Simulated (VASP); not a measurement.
# KCl in VASP: a series of runs, part 2 of 2

VASP 6.6.1. The steps go on from the part before.

**3. Single point, PBE**

INCAR

```
SYSTEM = KCl
PREC = Accurate
ENCUT = 520
EDIFF = 1E-6
ISMEAR = -1
SIGMA = 0.01
LREAL = .FALSE.
LASPH = .TRUE.
NELM = 60
ALGO = Normal
ISIF = 2
LWAVE = .FALSE.
LCHARG = .TRUE.
GGA = PE
LELF = .TRUE.
LVHAR = .TRUE.
NBANDS = 15
```

KPOINTS

```
regular mesh
0
G
  7 7 7
  0 0 0
```

POSCAR

```
KCl
1.0
    3.6340000000      0.0000000000      0.0000000000
    0.0000000000      3.6340000000      0.0000000000
    0.0000000000      0.0000000000      3.6340000000
K Cl
1 1
Direct
    0.0000000000      0.0000000000      0.0000000000
    0.5000000000      0.5000000000      0.5000000000
```

Potentials or basis: VASP PAW PBE potentials, release 64 (K_sv, Cl).

Started as:

```console
> cat potpaw_PBE.64/K_sv/POTCAR potpaw_PBE.64/Cl/POTCAR > POTCAR
> mpirun -np 1 vasp_std > vasp.out
```

OUTCAR:

```text
SYSTEM = KCl
   PREC = Accurate
   ENCUT = 520
   EDIFF = 1E-6
   ISMEAR = -1
   LREAL = .FALSE.
   LASPH = .TRUE.
   NELM = 60
   ISIF = 2
   GGA = PE

 ion  position               nearest neighbor table
   1  0.000  0.000  0.000-   2 3.15   2 3.15   2 3.15   2 3.15   2 3.15   2 3.15   2 3.15   2 3.15

   2  0.500  0.500  0.500-   1 3.15   1 3.15   1 3.15   1 3.15   1 3.15   1 3.15   1 3.15   1 3.15

  LATTYP: Found a simple cubic cell.
 ALAT       =     3.6340000000

  Lattice vectors:

 A1 = (   3.6340000000,   0.0000000000,   0.0000000000)
 A2 = (   0.0000000000,   3.6340000000,   0.0000000000)
 A3 = (   0.0000000000,   0.0000000000,   3.6340000000)

Analysis of symmetry for initial positions (statically):
=====================================================================
 Subroutine PRICEL returns:
 Original cell was already a primitive cell.

 Routine SETGRP: Setting up the symmetry group for a
 simple cubic supercell.

 Subroutine GETGRP returns: Found 48 space group operations
 (whereof 48 operations were pure point group operations)
 out of a pool of 48 trial point group operations.

The static configuration has the point symmetry O_h .

Analysis of symmetry for dynamics (positions and initial velocities):
=====================================================================
 Subroutine PRICEL returns:
 Original cell was already a primitive cell.

 Routine SETGRP: Setting up the symmetry group for a
 simple cubic supercell.

 Subroutine GETGRP returns: Found 48 space group operations
 (whereof 48 operations were pure point group operations)
 out of a pool of 48 trial point group operations.

The dynamic configuration has the point symmetry O_h .

 Subroutine INISYM returns: Found 48 space group operations
 (whereof 48 operations are pure point group operations),
 and found     1 'primitive' translations

----------------------------------------------------------------------------------------
[... 116 lines left out ...]
   IVDW    =     0    specifies the selected vdW correction
   LEPSILON=     F    determine dielectric tensor
   LRPA    =     F    only Hartree local field effects (RPA)
 non-spin polarized calculation
  energy-cutoff  :      520.00
  volume of cell :       47.99
 maximum number of plane-waves:      1309
 NGX is ok and might be reduce to    28
   NGX = 13   NGY = 13   NGZ = 13

 number of electron      16.0000000 magnetization

 Free energy of the ion-electron system (eV)
  ---------------------------------------------------
  ext. energy  EPLUGINS =         0.00000000
  ---------------------------------------------------
  free energy    TOTEN  =        -6.55009454 eV

  energy without entropy =       -6.55009454  energy(sigma->0) =       -6.55009454

 E-fermi :   0.2490     XC(G=0):  -8.8092

 val. band max:        0.0367767855   @ k =   0.4286   0.4286   0.0000
 cond. band min:       5.6476848943   @ k =   0.0000   0.0000   0.0000
 fundamental gap:      5.6109081088
 Fermi energy:         0.2490419692

 k-point     1 :       0.0000    0.0000    0.0000
  band No.  band energies     occupation
      1     -27.7495      2.00000
      2     -12.8486      2.00000
      3     -11.0954      2.00000
      4     -11.0954      2.00000
      5     -11.0954      2.00000
      6      -0.1643      2.00000
      7      -0.1643      2.00000
      8      -0.1643      2.00000
      9       5.6477      0.00000
     10       6.4373      0.00000
     11       6.4373      0.00000
     12      11.1314      0.00000
     13      11.1314      0.00000
     14      11.1314      0.00000
[... 329 lines left out ...]
      2     -12.2817      2.00000
      3     -11.3531      2.00000
      4     -11.3521      2.00000
      5     -11.3521      2.00000
      6      -1.6038      2.00000
      7      -1.6038      2.00000
      8      -1.5369      2.00000
      9       8.8949      0.00000
     10       9.2572      0.00000
     11       9.2572      0.00000
     12      10.7178      0.00000
     13      10.7484      0.00000
     14      10.7484      0.00000
     15      13.2589      0.00000

------------------------ aborting loop because EDIFF is reached ----------------------------------------

  FORCE on cell =-STRESS in cart. coord.  units (eV):
  Direction    XX          YY          ZZ          XY          YZ          ZX
  --------------------------------------------------------------------------------------
  -------------------------------------------------------------------------------------
  Total        1.3575322      1.3575322      1.3575322     -0.0000000     -0.0000000      0.0000000
  in kB       45.3216738     45.3216738     45.3216738     -0.0000000     -0.0000000      0.0000000
  external PRESSURE =      45.3216738 kB  Pullay stress =       0.0000000 kB

 VOLUME and BASIS-vectors are now :
 -----------------------------------------------------------------------------
  energy-cutoff  :      520.00
  volume of cell :       47.99
      direct lattice vectors                 reciprocal lattice vectors
     3.634000000  0.000000000  0.000000000     0.275178866  0.000000000  0.000000000
     0.000000000  3.634000000  0.000000000     0.000000000  0.275178866  0.000000000
     0.000000000  0.000000000  3.634000000     0.000000000  0.000000000  0.275178866

 POSITION                                       TOTAL-FORCE (eV/Angst)
 -----------------------------------------------------------------------------------
      0.00000      0.00000      0.00000         0.000000      0.000000      0.000000
      1.81700      1.81700      1.81700         0.000000      0.000000      0.000000
 -----------------------------------------------------------------------------------
    total drift:                               -0.000000      0.000000      0.000000

  FREE ENERGIE OF THE ION-ELECTRON SYSTEM (eV)
  ---------------------------------------------------
  free  energy   TOTEN  =        -6.5500945409 eV

  energy  without entropy=       -6.5500945409  energy(sigma->0) =       -6.55009454
```

stdout:

```text
POSCAR found type information on POSCAR K Cl
 POSCAR found :  2 types and       2 ions
 scaLAPACK will be used
 LDA part: xc-table for (Slater+PW92), standard interpolation
 POSCAR, INCAR and KPOINTS ok, starting setup
 FFT: planning ... GRIDC
 FFT: planning ... GRID_SOFT
 FFT: planning ... GRID
 WAVECAR not read
 entering main loop
```

Wall time 15 s (1 thread of Intel Xeon Platinum 8375C at 2.90GHz (Ice Lake), shared host); peak memory 0.16 GiB.

What came out:

```yaml
Free_energy: -6.5501 eV
Pressure: 4.5 GPa
Band_gap_on_the_k_mesh: 5.61 eV, indirect (least direct gap 5.81 eV)
```

**4. Single point, PBE (z stretched by +3 % at fixed volume)**

INCAR

```
SYSTEM = KCl
PREC = Accurate ; ENCUT = 520
EDIFF = 1E-6 ; ISMEAR = -1
SIGMA = 0.01 ; LREAL = .False.
LASPH = .True. ; NELM = 60
ALGO = Normal ; ISIF = 2
LWAVE = .False. ; LCHARG = .False.
GGA = PE ; NBANDS = 15
```

KPOINTS

```
Automatic mesh
0
Gamma
  7 7 7
  0 0 0
```

POSCAR

```
KCl
1.0
    3.5806865970      0.0000000000      0.0000000000
    0.0000000000      3.5806865970      0.0000000000
    0.0000000000      0.0000000000      3.7430200000
K Cl
1 1
Direct
    0.0000000000      0.0000000000      0.0000000000
    0.5000000000      0.5000000000      0.5000000000
```

Started as:

```console
> cat potpaw_PBE.64/K_sv/POTCAR potpaw_PBE.64/Cl/POTCAR > POTCAR
> mpirun -np 1 vasp_std > vasp.out
```

It took 26 s on 1 thread of Intel Xeon Platinum 8375C at 2.90GHz (Ice Lake), shared host; peak memory 0.16 GiB.

Results (log left out):

| Property | Result |
| --- | --- |
| Free energy | -6.5400 eV |
| Pressure | 4.5 GPa |
| Band gap on the k mesh | 5.47 eV, indirect (least direct gap 5.66 eV) |

Stress tensor (GPa, compression positive):
```
5.30 0.00 0.00
0.00 5.30 0.00
0.00 0.00 3.02
```

Levels at points of the mesh, in eV from the valence-band top:
| k point | band 4 | band 5 | band 6 | band 7 | band 8 | band 9 | band 10 | band 11 | band 12 | band 13 |
| --- | --- | --- | --- | --- | --- | --- | --- | --- | --- | --- |
| (0.00, 0.00, 0.00) | -11.22 | -11.22 | -0.47 | -0.19 | -0.19 | 5.47 | 6.26 | 6.41 | 10.89 | 10.89 |

**5. Single point, PBE (x and y stretched by +1.5 %, z held)**

INCAR

```
SYSTEM = KCl
ALGO     = Normal         ! electronic algorithm
EDIFF    = 1E-6           ! SCF threshold, eV
ENCUT    = 520            ! plane-wave cutoff, eV
GGA      = PE             ! functional
ISIF     = 2              ! what is computed and relaxed
ISMEAR   = -1             ! smearing method
LASPH    = .TRUE.         ! aspherical terms in the spheres
LCHARG   = .FALSE.        ! write CHGCAR
LREAL    = .FALSE.        ! projectors in reciprocal space
LWAVE    = .FALSE.        ! write WAVECAR
NBANDS   = 15             ! bands
NELM     = 60             ! most SCF steps
PREC     = Accurate       ! precision mode
SIGMA    = 0.01           ! smearing width, eV
```

KPOINTS

```
k-points
0
G
  7 7 7
  0 0 0
```

POSCAR

```
KCl
1.0
    3.6885100000      0.0000000000      0.0000000000
    0.0000000000      3.6885100000      0.0000000000
    0.0000000000      0.0000000000      3.6340000000
K Cl
1 1
Direct
    0.0000000000      0.0000000000      0.0000000000
    0.5000000000      0.5000000000      0.5000000000
```

Started as:

```console
> cat potpaw_PBE.64/K_sv/POTCAR potpaw_PBE.64/Cl/POTCAR > POTCAR
> mpirun -np 1 vasp_std > vasp.out
```

Run time: 26 s. Hardware: 1 thread of Intel Xeon Platinum 8375C at 2.90GHz (Ice Lake), shared host; peak memory 0.17 GiB.

The run converged. Its results:

| Property | Result |
| --- | --- |
| Free energy | -6.5854 eV |
| Pressure | 3.4 GPa |
| Band gap on the k mesh | 5.39 eV, indirect (least direct gap 5.58 eV) |

Stress tensor (GPa, compression positive):
```
3.19 0.00 0.00
0.00 3.19 0.00
0.00 0.00 3.94
```

Levels at points of the mesh, in eV from the valence-band top:
```csv
k point,band 5,band 6,band 7,band 8,band 9,band 10,band 11,band 12
"(0.00, 0.00, 0.00)",-11.22,-0.28,-0.28,-0.19,5.39,6.36,6.43,10.89
```

Caveat: the cell differs from its parent crystal (x and y stretched by +1.5 %, z held). A k mesh can miss the band edges.

**6. Single point, PBEsol**

INCAR

```
PREC = Accurate ; ENCUT = 520
EDIFF = 1E-7 ; ISMEAR = -1
SIGMA = 0.01 ; LREAL = F
LASPH = T ; NELM = 60
ALGO = Normal ; ISIF = 2
LWAVE = F ; LCHARG = F
GGA = PS ; NBANDS = 15
```

KPOINTS

```
regular mesh
0
Gamma
  7 7 7
```

POSCAR

```
KCl
1.0
    3.6340000000      0.0000000000      0.0000000000
    0.0000000000      3.6340000000      0.0000000000
    0.0000000000      0.0000000000      3.6340000000
K Cl
1 1
Direct
    0.0000000000      0.0000000000      0.0000000000
    0.5000000000      0.5000000000      0.5000000000
```

Potentials or basis: VASP PAW PBE potentials, release 64 (K_sv, Cl).

Started as:

```console
> cat potpaw_PBE.64/K_sv/POTCAR potpaw_PBE.64/Cl/POTCAR > POTCAR
> mpirun -np 1 vasp_std > vasp.out
```

Wall time 32 s (1 thread of Intel Xeon 6975P-C, shared host); peak memory 0.16 GiB.

The run converged. Its results:

```yaml
Free_energy: -6.8844 eV
Pressure: 2.4 GPa
Band_gap_on_the_k_mesh: 5.40 eV, indirect (least direct gap 5.60 eV)
```

Levels at points of the mesh, in eV from the valence-band top:
```tsv
k point	band 5	band 6	band 7	band 8	band 9	band 10	band 11	band 12
(0.00, 0.00, 0.00)	-11.03	-0.21	-0.21	-0.21	5.40	6.25	6.25	11.07
```

Caveat: the PAW data sets were made with another functional, which shifts forces and pressure a little. A k mesh can miss the band edges.

**7. Overview**

| level | cell | gap on the mesh (eV) | pressure (GPa) |
| --- | --- | --- | --- |
| PBE | a = 3.634 Å, 2 atoms | 5.61 | 4.5 |
| PBE | a = 3.581, b = 3.581, c = 3.743 Å, 2 atoms | 5.47 | 4.5 |
| PBE | a = 3.689, b = 3.689, c = 3.634 Å, 2 atoms | 5.39 | 3.4 |
| PBEsol | a = 3.634 Å, 2 atoms | 5.40 | 2.4 |

Alike in all rows: task single point; potentials or basis VASP PAW PBE potentials, release 64 (K_sv, Cl); no spin polarisation; k mesh 7 × 7 × 7; cutoff (eV) 520; smearing fermi-dirac 0.01 eV.

Caveats: the PAW data sets were made with another functional, which shifts forces and pressure a little (some runs).

Absolute energies hang on the potentials; compare differences alone.
